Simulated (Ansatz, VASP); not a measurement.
Al: VASP beside Ansatz

INCAR

```
SYSTEM = Al
PREC     = Accurate       ! precision mode
ENCUT    = 520            ! plane-wave cutoff, eV
EDIFF    = 1E-6           ! SCF threshold, eV
ISMEAR   = 0              ! smearing method
SIGMA    = 0.15           ! smearing width, eV
LREAL    = .FALSE.        ! projectors in reciprocal space
LASPH    = .TRUE.         ! aspherical terms in the spheres
NELM     = 80             ! most SCF steps
ALGO     = Normal         ! electronic algorithm
ISIF     = 2              ! what is computed and relaxed
LWAVE    = .FALSE.        ! write WAVECAR
LCHARG   = .FALSE.        ! write CHGCAR
GGA      = PE             ! functional
IVDW     = 12             ! dispersion correction
NBANDS   = 14             ! bands
```

Contents of KPOINTS:

```
regular mesh
0
G
  18 18 6
  0 0 0
```

The input POSCAR:

```
Al
1.0
    2.8142180351      0.0000000000      0.0000000000
   -1.4071090176      2.4371843102      0.0000000000
    0.0000000000      0.0000000000      9.4273489958
Al
4
Direct
    0.0000000000      0.0000000000      0.0000000000
    0.3333333333      0.6666666667      0.2500000000
    0.0000000000      0.0000000000      0.5000000000
    0.6666666667      0.3333333333      0.7500000000
```

Input for Ansatz:

```yaml
crystal:
  lattice:
    - [2.8142180351, 0.0, 0.0]
    - [-1.4071090176, 2.4371843102, 0.0]
    - [0.0, 0.0, 9.4273489958]
  atoms:
    - { symbol: Al, position: [0.0, 0.0, 0.0] }
    - { symbol: Al, position: [0.3333333333, 0.6666666667, 0.25] }
    - { symbol: Al, position: [0.0, 0.0, 0.5] }
    - { symbol: Al, position: [0.6666666667, 0.3333333333, 0.75] }
basis:
  ecutwfc: 420
kpoints:
  mp_grid: { grid: [18, 18, 6] }
hamiltonian:
  xc: pbe
  pseudopotentials: { kind: paw, azcp: { folder: soft_1 } }
  dispersion: d3bj
scf:
  occupations: { method: gaussian, width: 0.15 }
output:
  forces: true
  stress: true
  eigenvalues: true
```

Alike in both runs: task single point; functional PBE; dispersion D3(BJ); k mesh 18 × 18 × 6; occupations gaussian, width 0.15 eV; no spin polarisation.

|  | VASP | Ansatz |
| --- | --- | --- |
| version | VASP 6.6.1 | Ansatz 0.2.0 |
| potentials or method | VASP PAW PBE potentials, release 64 (Al), cutoff 520 eV | scalar-relativistic, plane waves, PAW |
| valence electrons in the cell | 12 | 12 |

```tsv
	VASP	Ansatz	Ansatz less VASP
gap on the k mesh at the Fermi level (eV)	none	none	-
pressure (GPa)	-1.6	-1.6	+0.01
traceless stress, the component that is largest in VASP (GPa)	-1.46	-1.46	-0.002
```

A gap of «none» marks a metal or a gap that the smearing closes.
